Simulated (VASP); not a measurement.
# BaF2 (Fm-3m) in VASP: a series of runs, part 2 of 2

VASP 6.6.1. Earlier steps stand in the parts before.

## 3. Relaxation of cell and atoms, PBEsol, target pressure 4 GPa, at which the enthalpy is minimised

INCAR

```
PREC = Accurate
ENCUT = 1350
EDIFF = 1E-7
ISMEAR = 0
SIGMA = 0.01
LREAL = False
LASPH = True
NELM = 120
ALGO = Normal
ISIF = 3
LWAVE = False
LCHARG = False
GGA = PS
IBRION = 2
NSW = 100
EDIFFG = -0.002
PSTRESS = 40.0
GGA_COMPAT = False
NELMIN = 4
```

KPOINTS

```
regular mesh
0
Gamma
  6 6 6
```

POSCAR

```
BaF2
1.0
    0.0000000000      3.0688948143      3.0688948143
    3.0688948143      0.0000000000      3.0688948143
    3.0688948143      3.0688948143      0.0000000000
Ba F
1 2
Direct
    0.0000000000      0.0000000000      0.0000000000
    0.2500000000      0.2500000000      0.2500000000
    0.7500000000      0.7500000000      0.7500000000
```

Potentials or basis: VASP PAW PBE potentials, release 64 (Ba_sv, F_h).

Command:

```sh
$ cat potpaw_PBE.64/Ba_sv/POTCAR potpaw_PBE.64/F_h/POTCAR > POTCAR
$ mpirun -np 1 vasp_std > vasp.out
```

OUTCAR:

```text
PREC = Accurate
   ENCUT = 1350
   EDIFF = 1E-7
   ISMEAR = 0
   LREAL = False
   LASPH = True
   NELM = 120
   ISIF = 3
   GGA = PS
   IBRION = 2
   NSW = 100
   EDIFFG = -0.002
   PSTRESS = 40.0
   NELMIN = 4

 ion  position               nearest neighbor table
   1  0.000  0.000  0.000-   3 2.66   3 2.66   3 2.66   2 2.66   3 2.66   2 2.66   2 2.66   2 2.66

   2  0.250  0.250  0.250-   1 2.66   1 2.66   1 2.66   1 2.66
   3  0.750  0.750  0.750-   1 2.66   1 2.66   1 2.66   1 2.66

  LATTYP: Found a face centered cubic cell.
 ALAT       =     6.1377896286

  Lattice vectors:

 A1 = (   0.0000000000,   3.0688948143,   3.0688948143)
 A2 = (   3.0688948143,   0.0000000000,   3.0688948143)
 A3 = (   3.0688948143,   3.0688948143,   0.0000000000)

Analysis of symmetry for initial positions (statically):
=====================================================================
 Subroutine PRICEL returns:
 Original cell was already a primitive cell.

 Routine SETGRP: Setting up the symmetry group for a
 face centered cubic supercell.

 Subroutine GETGRP returns: Found 48 space group operations
 (whereof 48 operations were pure point group operations)
 out of a pool of 48 trial point group operations.

The static configuration has the point symmetry O_h .

Analysis of symmetry for dynamics (positions and initial velocities):
=====================================================================
 Subroutine PRICEL returns:
 Original cell was already a primitive cell.

 Routine SETGRP: Setting up the symmetry group for a
 face centered cubic supercell.

 Subroutine GETGRP returns: Found 48 space group operations
 (whereof 48 operations were pure point group operations)
 out of a pool of 48 trial point group operations.

The dynamic configuration has the point symmetry O_h .

 Subroutine INISYM returns: Found 48 space group operations
 (whereof 48 operations are pure point group operations),
 and found     1 'primitive' translations

----------------------------------------------------------------------------------------

                                     Primitive cell

  volume of cell :      57.8064

  direct lattice vectors                    reciprocal lattice vectors
     0.000000000  3.068894814  3.068894814    -0.162925102  0.162925102  0.162925102
     3.068894814  0.000000000  3.068894814     0.162925102 -0.162925102  0.162925102
     3.068894814  3.068894814  0.000000000     0.162925102  0.162925102 -0.162925102

  length of vectors
     4.340072668  4.340072668  4.340072668     0.282194554  0.282194554  0.282194554

  position of ions in fractional coordinates (direct lattice)
     0.000000000  0.000000000  0.000000000
     0.250000000  0.250000000  0.250000000
     0.750000000  0.750000000  0.750000000

  ion indices of the primitive-cell ions
   primitive index   ion index
                 1           1
                 2           2
                 3           3

----------------------------------------------------------------------------------------

 KPOINTS: regular mesh

Automatic generation of k-mesh.
 Grid dimensions read from file:
 generate k-points for:    6    6    6

 Generating k-lattice:

  Cartesian coordinates                     Fractional coordinates (reciprocal lattice)
    -0.027154184  0.027154184  0.027154184     0.166666667  0.000000000  0.000000000
     0.027154184 -0.027154184  0.027154184     0.000000000  0.166666667  0.000000000
     0.027154184  0.027154184 -0.027154184     0.000000000  0.000000000  0.166666667

  Length of vectors
     0.047032426  0.047032426  0.047032426

  Shift w.r.t. Gamma in fractional coordinates (k-lattice)
     0.000000000  0.000000000  0.000000000

 Subroutine IBZKPT returns following result:
 ===========================================

 Found     16 irreducible k-points:

 Following reciprocal coordinates:
            Coordinates               Weight
  0.000000  0.000000  0.000000      1.000000
  0.166667  0.000000  0.000000      8.000000
  0.333333  0.000000  0.000000      8.000000
  0.500000  0.000000  0.000000      4.000000
  0.166667  0.166667  0.000000      6.000000
  0.333333  0.166667  0.000000     24.000000
[... 8 lines left out ...]
 -0.333333  0.333333  0.166667     24.000000
 -0.333333  0.500000  0.166667     12.000000
   k-points           NKPTS =     16   k-points in BZ     NKDIM =     16   number of bands    NBANDS=     16
   number of dos      NEDOS =    301   number of ions     NIONS =      3
   total plane-waves  NPLWV = 157464
   dimension x,y,z NGX =    54 NGY =   54 NGZ =   54
   dimension x,y,z NGXF=   108 NGYF=  108 NGZF=  108
   ions per type =               1   2
   NGX,Y,Z   is equivalent  to a cutoff of  20.68, 20.68, 20.68 a.u.
   NGXF,Y,Z  is equivalent  to a cutoff of  41.37, 41.37, 41.37 a.u.
 SYSTEM =  unknown system
   PREC   = accura    normal or accurate (medium, high low for compatibility)
   ISTART =      0    job   : 0-new  1-cont  2-samecut
   ICHARG =      2    charge: 1-file 2-atom 10-const
   ISPIN  =      1    spin polarized calculation?
   LNONCOLLINEAR =      F non collinear calculations
   LSORBIT =      F    spin-orbit coupling
   LASPH  =      T    aspherical Exc in radial PAW
   ENCUT  = 1350.0 eV  99.22 Ry    9.96 a.u.  13.00 13.00 13.00*2*pi/ulx,y,z
   NELM   =    120;   NELMIN=  4; NELMDL= -5     # of ELM steps
   EDIFF  = 0.1E-06   stopping-criterion for ELM
   LREAL  =      F    real-space projection
   EDIFFG = -.2E-02   stopping-criterion for IOM
   NSW    =    100    number of steps for IOM
   IBRION =      2    ionic relax: 0-MD 1-quasi-New 2-CG
   NFREE  =      1    steps in history (QN), initial steepest desc. (CG)
   ISIF   =      3    stress and relaxation
   ISYM   =      2    0-nonsym 1-usesym 2-fastsym
   POTIM  = 0.5000    time-step for ionic-motion
   TEBEG  =    0.0;   TEEND  =   0.0 temperature during run
   PSTRESS=   40.0 pullay stress
   NELECT =      24.0000    total number of electrons
   NUPDOWN=      -1.0000    fix difference up-down
   EMIN   =  10.00;   EMAX   =-10.00  energy-range for DOS
   EFERMI =   0.00;   METHOD = LEGACY
   ISMEAR =     0;   SIGMA  =   0.01  broadening in eV -4-tet -1-fermi 0-gaus
   EFERMI_NEDOS =   21; number of points for ismear=-14 and -15
   IALGO  =     38    algorithm
   IMIX   =      4    mixing-type and parameters
     AMIX     =   0.40;   BMIX     =  1.00
     AMIX_MAG =   1.60;   BMIX_MAG =  1.00
  volume/ion in A,a.u.               =      19.27       130.03
  Fermi-wavevector in a.u.,A,eV,Ry     =   1.221293  2.307909 20.293863  1.491557
  Thomas-Fermi vector in A             =   2.356480
   LORBIT       =      0    0 simple, 1 ext, 2 COOP (PROOUT), +10 PAW based schemes
   GGA     = PS    functional components
   LHFCALC =     F    Hartree Fock is set to
   AEXX    =    0.0000 exact exchange contribution
   IVDW    =     0    specifies the selected vdW correction
   LEPSILON=     F    determine dielectric tensor
   LRPA    =     F    only Hartree local field effects (RPA)
 conjugate gradient relaxation of ions
 non-spin polarized calculation
 Gauss-broadening in eV      SIGMA  =   0.01
  energy-cutoff  :     1350.00
  volume of cell :       57.81
 maximum number of plane-waves:      6532
 NGX is ok and might be reduce to    54
   NGX = 25   NGY = 25   NGZ = 25

--------------------------------------- Ionic step        1  -------------------------------------------

 number of electron      23.9999999 magnetization

 Free energy of the ion-electron system (eV)
  ---------------------------------------------------
  ext. energy  EPLUGINS =         0.00000000
  ---------------------------------------------------
  free energy    TOTEN  =       -17.64762632 eV

  energy without entropy =      -17.64762632  energy(sigma->0) =      -17.64762632

 E-fermi :  -1.7176     XC(G=0):  -9.0572

 val. band max:       -1.7840388583   @ k =  -0.1667   0.1667   0.0000
 cond. band min:       4.9905852864   @ k =   0.0000   0.0000   0.0000
 fundamental gap:      6.7746241447
 Fermi energy:        -1.7175796577

 k-point     1 :       0.0000    0.0000    0.0000
  band No.  band energies     occupation
      1     -24.7710      2.00000
      2     -20.6238      2.00000
      3     -20.5369      2.00000
      4      -9.5530      2.00000
      5      -9.5530      2.00000
      6      -9.5530      2.00000
[... 8 lines left out ...]
     15       7.4523      0.00000
     16       9.8041      0.00000
[... 436 lines left out ...]
  enthalpy is  TOTEN    =       -16.2238653281 eV   P V=        1.3887275532

--------------------------------------- Ionic step        5  -------------------------------------------

 number of electron      24.0000001 magnetization

 Free energy of the ion-electron system (eV)
  ---------------------------------------------------
  ext. energy  EPLUGINS =         0.00000000
  ---------------------------------------------------
  free energy    TOTEN  =       -17.61356893 eV

  energy without entropy =      -17.61356893  energy(sigma->0) =      -17.61356893

 E-fermi :  -1.4786     XC(G=0):  -9.2415

 val. band max:       -1.6100267704   @ k =  -0.1667   0.1667   0.0000
 cond. band min:       5.3243712906   @ k =   0.0000   0.0000   0.0000
 fundamental gap:      6.9343980610
 Fermi energy:        -1.4786122169

 k-point     1 :       0.0000    0.0000    0.0000
  band No.  band energies     occupation
      1     -24.5276      2.00000
      2     -20.5132      2.00000
      3     -20.3544      2.00000
      4      -9.2357      2.00000
      5      -9.2357      2.00000
      6      -9.2357      2.00000
[... 8 lines left out ...]
     15       7.7581      0.00000
     16      10.2897      0.00000
[... 313 lines left out ...]
  FREE ENERGIE OF THE ION-ELECTRON SYSTEM (eV)
  ---------------------------------------------------
  free  energy   TOTEN  =       -17.6135689286 eV

  energy  without entropy=      -17.6135689286  energy(sigma->0) =      -17.61356893

  enthalpy is  TOTEN    =       -16.2238688397 eV   P V=        1.3897000889

 reached required accuracy - stopping structural energy minimisation
```

OSZICAR:

```text
N       E                     dE             d eps       ncg     rms          rms(c)
DAV:   1     0.293683768166E+03    0.29368E+03   -0.21322E+04   512   0.295E+03
DAV:   2     0.109638514971E+02   -0.28272E+03   -0.27377E+03   752   0.403E+02
DAV:   3    -0.183515965385E+02   -0.29315E+02   -0.29273E+02   544   0.144E+02
[... 52 lines left out ...]
DAV:   4    -0.176135694086E+02    0.17776E-05   -0.10538E-05   768   0.230E-02    0.263E-03
DAV:   5    -0.176135692833E+02    0.12530E-06   -0.63146E-07   544   0.727E-03    0.135E-03
DAV:   6    -0.176135688019E+02    0.48138E-06   -0.11095E-07   472   0.380E-03    0.767E-04
DAV:   7    -0.176135689068E+02   -0.10488E-06   -0.19340E-08   264   0.145E-03    0.278E-04
DAV:   8    -0.176135689286E+02   -0.21843E-07   -0.95565E-09   256   0.798E-04
   5 F= -.16223869E+02 E0= -.16223869E+02  d E =-.351158E-05
```

It took 5.6 min on 1 thread of Intel Xeon Platinum 8259CL at 2.50GHz (Skylake/Cascade Lake), shared host; peak memory 0.46 GiB.

What came out:

```yaml
Free_energy: -17.6136 eV
Relaxed_volume: 18.55 Å³/atom
Relaxed_cell: a = 4.286 Å, b = 4.286 Å, c = 4.286 Å, α = 60.00°, β = 60.00°, γ = 60.00°
Space_group_after_relaxing_to_0.1_Å: Fm-3m (No. 225)
Energy_change_on_relaxing_the_run_minimises_the_enthalpy: +11.4 meV/atom
Ionic_steps: 5
Pressure_after_relaxing: 4.0 GPa
Band_gap_on_the_k_mesh: 6.93 eV (least direct gap 7.03 eV)
```

The path:
```
step  energy change (eV)  largest force (eV/Å)  pressure (GPa)  volume (Å³)
   1              0.0000                0.0000            1.17        57.81
   2              0.0525                0.0000            4.98        55.01
   3              0.0340                0.0000            3.98        55.67
   4              0.0350                0.0000            4.04        55.62
   5              0.0341                0.0000            3.99        55.66
```

Final structure:
```xyz
3
Lattice="0.0000 3.0305 3.0305 3.0305 0.0000 3.0305 3.0305 3.0305 0.0000" Properties=species:S:1:pos:R:3 pbc="T T T"
Ba    3.0305    0.0000    3.0305
F     1.5152    1.5152    1.5152
F     4.5457    4.5457    4.5457
```

Caveat: the cell is relaxed towards a set pressure, so the run minimises the enthalpy, not the energy; the PAW data sets were made with another functional, which shifts forces and pressure a little; spin-orbit coupling is left out, which moves the levels of the heavy elements. A k mesh can miss the band edges.
